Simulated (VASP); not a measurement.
# P in VASP: a series of runs

Runs on P. Level: PBE. Tasks: single point, relaxation of cell and atoms.

Program: VASP 6.6.1. These are calculated values, not measurements. Logs are shortened: lines on timing, memory, paths and dates and some standing lists are left out, and cuts for length are marked.

## Step 1: The cell of the first run

The typed cell holds 2 atoms: a = 3.062 Å, b = 3.064 Å, c = 3.967 Å, α = 90.00°, β = 90.00°, γ = 90.00°.

The cell was built from a structure type or drawn by symmetry, and may not be a known phase.

## Step 2: Single point, PBE

Contents of INCAR:

```
ALGO     = Normal         # electronic algorithm
EDIFF    = 1E-7           # SCF threshold, eV
ENCUT    = 520            # plane-wave cutoff, eV
GGA      = PE             # functional
ISIF     = 2              # what is computed and relaxed
ISMEAR   = 0              # smearing method
LASPH    = True           # aspherical terms in the spheres
LCHARG   = False          # write CHGCAR
LREAL    = False          # projectors in reciprocal space
LWAVE    = False          # write WAVECAR
NBANDS   = 12             # bands
NELM     = 80             # most SCF steps
PREC     = Accurate       # precision mode
SIGMA    = 0.1            # smearing width, eV
```

Contents of KPOINTS:

```
k-points
0
Gamma
  6 6 6
```

Contents of POSCAR:

```
P
1.0
    3.0624682436      0.0000000000      0.0000000000
    0.0000000000      3.0639641342      0.0000000000
    0.0000000000      0.0000000000      3.9667258746
P
2
Direct
    0.5000000000      0.0000000000      0.8856622868
    0.0000000000      0.5000000000      0.1143377132
```

Potentials or basis: VASP PAW PBE potentials, release 64 (P).

Command:

```sh
cat potpaw_PBE.64/P/POTCAR > POTCAR
mpirun -np 1 vasp_std > vasp.out
```

OUTCAR:

```text
EDIFF = 1E-7
   ENCUT = 520
   GGA = PE
   ISIF = 2
   ISMEAR = 0
   LASPH = True
   LREAL = False
   NELM = 80
   PREC = Accurate

 ion  position               nearest neighbor table
   1  0.500  0.000  0.886-   2 2.35   2 2.35   2 2.35   2 2.35
   2  0.000  0.500  0.114-   1 2.35   1 2.35   1 2.35   1 2.35

  LATTYP: Found a simple orthorhombic cell.
 ALAT       =     3.0624682436
 B/A-ratio  =     1.0004884591
 C/A-ratio  =     1.2952708597

  Lattice vectors:

 A1 = (   3.0624682436,   0.0000000000,   0.0000000000)
 A2 = (   0.0000000000,   3.0639641342,   0.0000000000)
 A3 = (   0.0000000000,   0.0000000000,   3.9667258746)

Analysis of symmetry for initial positions (statically):
=====================================================================
 Subroutine PRICEL returns:
 Original cell was already a primitive cell.

 Routine SETGRP: Setting up the symmetry group for a
 simple orthorhombic supercell.

 Subroutine GETGRP returns: Found  8 space group operations
 (whereof  4 operations were pure point group operations)
 out of a pool of  8 trial point group operations.

The static configuration has the point symmetry C_2v.
 The point group associated with its full space group is D_2h.

Analysis of symmetry for dynamics (positions and initial velocities):
=====================================================================
 Subroutine PRICEL returns:
 Original cell was already a primitive cell.

 Routine SETGRP: Setting up the symmetry group for a
 simple orthorhombic supercell.

 Subroutine GETGRP returns: Found  8 space group operations
 (whereof  4 operations were pure point group operations)
 out of a pool of  8 trial point group operations.

The dynamic configuration has the point symmetry C_2v.
 The point group associated with its full space group is D_2h.

 Subroutine INISYM returns: Found  8 space group operations
 (whereof  4 operations are pure point group operations),
 and found     1 'primitive' translations

----------------------------------------------------------------------------------------

                                     Primitive cell

  volume of cell :      37.2210

  direct lattice vectors                    reciprocal lattice vectors
     3.062468244  0.000000000  0.000000000     0.326533998  0.000000000  0.000000000
     0.000000000  3.063964134  0.000000000     0.000000000  0.326374578  0.000000000
     0.000000000  0.000000000  3.966725875     0.000000000  0.000000000  0.252097077

  length of vectors
     3.062468244  3.063964134  3.966725875     0.326533998  0.326374578  0.252097077

  position of ions in fractional coordinates (direct lattice)
     0.500000000  0.000000000  0.885662287
     0.000000000  0.500000000  0.114337713

  ion indices of the primitive-cell ions
   primitive index   ion index
                 1           1
                 2           2

----------------------------------------------------------------------------------------

 KPOINTS: k-points

Automatic generation of k-mesh.
 Grid dimensions read from file:
 generate k-points for:    6    6    6

 Generating k-lattice:

  Cartesian coordinates                     Fractional coordinates (reciprocal lattice)
     0.054422333  0.000000000  0.000000000     0.166666667  0.000000000  0.000000000
     0.000000000  0.054395763  0.000000000     0.000000000  0.166666667  0.000000000
     0.000000000  0.000000000  0.042016180     0.000000000  0.000000000  0.166666667

  Length of vectors
     0.054422333  0.054395763  0.042016180

  Shift w.r.t. Gamma in fractional coordinates (k-lattice)
     0.000000000  0.000000000  0.000000000

 Subroutine IBZKPT returns following result:
 ===========================================

 Found     64 irreducible k-points:

 Following reciprocal coordinates:
            Coordinates               Weight
  0.000000  0.000000  0.000000      1.000000
  0.166667  0.000000  0.000000      2.000000
  0.333333  0.000000  0.000000      2.000000
  0.500000  0.000000  0.000000      1.000000
  0.000000  0.166667  0.000000      2.000000
  0.166667  0.166667  0.000000      4.000000
[... 16 lines left out ...]
  0.333333  0.166667  0.166667      8.000000
  0.500000  0.166667  0.166667      4.000000
 [... further k-points ...]
   k-points           NKPTS =     64   k-points in BZ     NKDIM =     64   number of bands    NBANDS=     12
   number of dos      NEDOS =    301   number of ions     NIONS =      2
   total plane-waves  NPLWV =  17280
   dimension x,y,z NGX =    24 NGY =   24 NGZ =   30
   dimension x,y,z NGXF=    48 NGYF=   48 NGZF=   60
   ions per type =               2
   NGX,Y,Z   is equivalent  to a cutoff of  13.03, 13.02, 12.57 a.u.
   NGXF,Y,Z  is equivalent  to a cutoff of  26.06, 26.04, 25.15 a.u.
 SYSTEM =  unknown system
   PREC   = accura    normal or accurate (medium, high low for compatibility)
   ISTART =      0    job   : 0-new  1-cont  2-samecut
   ICHARG =      2    charge: 1-file 2-atom 10-const
   ISPIN  =      1    spin polarized calculation?
   LNONCOLLINEAR =      F non collinear calculations
   LSORBIT =      F    spin-orbit coupling
   LASPH  =      T    aspherical Exc in radial PAW
   ENCUT  =  520.0 eV  38.22 Ry    6.18 a.u.   5.69  5.70  7.38*2*pi/ulx,y,z
   NELM   =     80;   NELMIN=  2; NELMDL= -5     # of ELM steps
   EDIFF  = 0.1E-06   stopping-criterion for ELM
   LREAL  =      F    real-space projection
   EDIFFG = 0.1E-05   stopping-criterion for IOM
   NSW    =      0    number of steps for IOM
   IBRION =     -1    ionic relax: 0-MD 1-quasi-New 2-CG
   NFREE  =      0    steps in history (QN), initial steepest desc. (CG)
   ISIF   =      2    stress and relaxation
   ISYM   =      2    0-nonsym 1-usesym 2-fastsym
   POTIM  = 0.5000    time-step for ionic-motion
   TEBEG  =    0.0;   TEEND  =   0.0 temperature during run
   PSTRESS=    0.0 pullay stress
   NELECT =      10.0000    total number of electrons
   NUPDOWN=      -1.0000    fix difference up-down
   EMIN   =  10.00;   EMAX   =-10.00  energy-range for DOS
   EFERMI =   0.00;   METHOD = LEGACY
   ISMEAR =     0;   SIGMA  =   0.10  broadening in eV -4-tet -1-fermi 0-gaus
   EFERMI_NEDOS =   21; number of points for ismear=-14 and -15
   IALGO  =     38    algorithm
   IMIX   =      4    mixing-type and parameters
     AMIX     =   0.40;   BMIX     =  1.00
     AMIX_MAG =   1.60;   BMIX_MAG =  1.00
  volume/ion in A,a.u.               =      18.61       125.59
  Fermi-wavevector in a.u.,A,eV,Ry     =   1.056361  1.996233 15.182721  1.115898
  Thomas-Fermi vector in A             =   2.191594
   LORBIT       =      0    0 simple, 1 ext, 2 COOP (PROOUT), +10 PAW based schemes
   GGA     = PE    functional components
   LHFCALC =     F    Hartree Fock is set to
   AEXX    =    0.0000 exact exchange contribution
   IVDW    =     0    specifies the selected vdW correction
   LEPSILON=     F    determine dielectric tensor
   LRPA    =     F    only Hartree local field effects (RPA)
 non-spin polarized calculation
 Gauss-broadening in eV      SIGMA  =   0.10
  energy-cutoff  :      520.00
  volume of cell :       37.22
 maximum number of plane-waves:      1020
 NGX is ok and might be reduce to    24
   NGX = 11   NGY = 11   NGZ = 15

 number of electron      10.0000000 magnetization

 Free energy of the ion-electron system (eV)
  ---------------------------------------------------
  ext. energy  EPLUGINS =         0.00000000
  ---------------------------------------------------
  free energy    TOTEN  =        -9.91152271 eV

  energy without entropy =       -9.90739967  energy(sigma->0) =       -9.90946119

 E-fermi :   5.9006     XC(G=0):  -9.9613

 val. band max:        5.8557382073   @ k =   0.5000   0.3333   0.0000
 cond. band min:       5.9576373861   @ k =   0.3333   0.3333   0.5000
 fundamental gap:      0.1018991788
 Fermi energy:         5.9005706807

 k-point     1 :       0.0000    0.0000    0.0000
  band No.  band energies     occupation
      1      -9.3198      2.00000
      2       0.6013      2.00000
      3       3.8436      2.00000
      4       3.8557      2.00000
      5       4.5569      2.00000
      6       6.4893      0.00000
      7       9.2693      0.00000
      8      13.1419      0.00000
      9      13.1475      0.00000
     10      16.2453      0.00000
     11      17.7535      0.00000
     12      18.0605      0.00000

 k-point     2 :       0.1667    0.0000    0.0000
  band No.  band energies     occupation
      1      -8.9067      2.00000
      2      -0.0383      2.00000
      3       2.1397      2.00000
      4       4.2193      2.00000
      5       4.8211      2.00000
      6       7.7795      0.00000
      7      11.3441      0.00000
      8      11.7538      0.00000
      9      12.1024      0.00000
     10      15.4573      0.00000
     11      16.0605      0.00000
     12      16.8197      0.00000

 k-point     3 :       0.3333    0.0000    0.0000
  band No.  band energies     occupation
      1      -7.6753      2.00000
      2      -2.9296      2.00000
      3       2.7017      2.00000
      4       5.1835      2.00000
      5       5.3392      2.00000
      6       9.1209      0.00000
      7       9.2132      0.00000
      8       9.5991      0.00000
      9      12.2251      0.00000
     10      13.7650      0.00000
     11      16.7124      0.00000
     12      17.2591      0.00000
[... 286 lines left out ...]
 k-point    23 :       0.3333    0.1667    0.1667
  band No.  band energies     occupation
      1      -7.1943      2.00000
      2      -2.5284      2.00000
      3       1.7639      2.00000
      4       3.2092      2.00000
      5       5.3818      2.00000
      6       7.3780      0.00000
      7       9.9574      0.00000
      8      11.9612      0.00000
      9      13.0596      0.00000
     10      13.7876      0.00000
     11      16.7743      0.00000
     12      17.5888      0.00000

 k-point    24 :       0.5000    0.1667    0.1667
  band No.  band energies     occupation
      1      -5.1896      2.00000
      2      -5.1896      2.00000
      3       3.4167      2.00000
      4       3.4167      2.00000
      5       5.0899      2.00000
      6       5.0899      2.00000
      7      10.8378      0.00000
      8      10.8378      0.00000
      9      13.7697      0.00000
     10      13.7697      0.00000
     11      16.3172      0.00000
     12      16.3172      0.00000

 [... further k-points ...]

------------------------ aborting loop because EDIFF is reached ----------------------------------------

  FORCE on cell =-STRESS in cart. coord.  units (eV):
  Direction    XX          YY          ZZ          XY          YZ          ZX
  --------------------------------------------------------------------------------------
  -------------------------------------------------------------------------------------
  Total       -0.0545726     -0.0965748      0.0351872      0.0000000      0.0000000      0.0000000
  in kB       -2.3490779     -4.1570677      1.5146326      0.0000000      0.0000000      0.0000000
  external PRESSURE =      -1.6638377 kB  Pullay stress =       0.0000000 kB

 VOLUME and BASIS-vectors are now :
 -----------------------------------------------------------------------------
  energy-cutoff  :      520.00
  volume of cell :       37.22
      direct lattice vectors                 reciprocal lattice vectors
     3.062468244  0.000000000  0.000000000     0.326533998  0.000000000  0.000000000
     0.000000000  3.063964134  0.000000000     0.000000000  0.326374578  0.000000000
     0.000000000  0.000000000  3.966725875     0.000000000  0.000000000  0.252097077

 POSITION                                       TOTAL-FORCE (eV/Angst)
 -----------------------------------------------------------------------------------
      1.53123      0.00000      3.51318         0.000000      0.000000      0.034824
      0.00000      1.53198      0.45355         0.000000      0.000000     -0.034824
 -----------------------------------------------------------------------------------
    total drift:                               -0.000000     -0.000000      0.000000

  FREE ENERGIE OF THE ION-ELECTRON SYSTEM (eV)
  ---------------------------------------------------
  free  energy   TOTEN  =        -9.9115227108 eV

  energy  without entropy=       -9.9073996667  energy(sigma->0) =       -9.90946119
```

It took 7.2 s on 1 thread of Intel Xeon 6975P-C (Granite Rapids), shared host; peak memory 0.14 GiB.

What came out:

| Item | Value |
| --- | --- |
| Free energy | -9.9115 eV |
| Pressure | -0.2 GPa |
| Largest force | 0.035 eV/Å |
| Band gap on the k mesh | zero (bands 5 and 6 overlap by 3.29 eV) |

Forces in eV/Å, atoms in the order of the input:
```
P    0.000  0.000  0.035
P    0.000  0.000 -0.035
```

Stress tensor (GPa, compression positive):
```
-0.23  0.00  0.00
 0.00 -0.42  0.00
 0.00  0.00  0.15
```

Levels at points of the mesh, in eV from the Fermi level:
```csv
k point,band 1,band 2,band 3,band 4,band 5,band 6,band 7,band 8,band 9,band 10
"(0.00, 0.00, 0.00)",-15.22,-5.30,-2.06,-2.04,-1.34,0.59,3.37,7.24,7.25,10.34
"(0.50, 0.00, 0.00)",-11.56,-11.56,-1.70,-1.70,1.27,1.27,3.65,3.65,5.44,5.44
"(0.00, 0.50, 0.00)",-11.56,-11.56,-1.71,-1.71,1.28,1.28,3.65,3.65,5.45,5.45
"(0.50, 0.50, 0.00)",-8.69,-8.69,-7.05,-7.05,0.65,0.65,3.73,3.73,8.54,8.54
"(0.00, 0.00, 0.50)",-14.89,-7.60,-1.86,-1.85,0.56,2.29,3.72,6.07,6.08,10.05
"(0.50, 0.00, 0.50)",-11.26,-11.26,-3.73,-3.73,1.43,1.43,5.19,5.19,8.51,8.51
"(0.00, 0.50, 0.50)",-11.26,-11.26,-3.73,-3.73,1.44,1.44,5.21,5.21,8.52,8.52
"(0.50, 0.50, 0.50)",-8.41,-8.41,-6.78,-6.78,-0.93,-0.93,1.42,1.42,14.86,14.86
```

Caveat: this functional lacks dispersion, which binds the layers, so the pressure and a relaxed spacing across them are unreliable.

(Continued in part 2 of 3.)
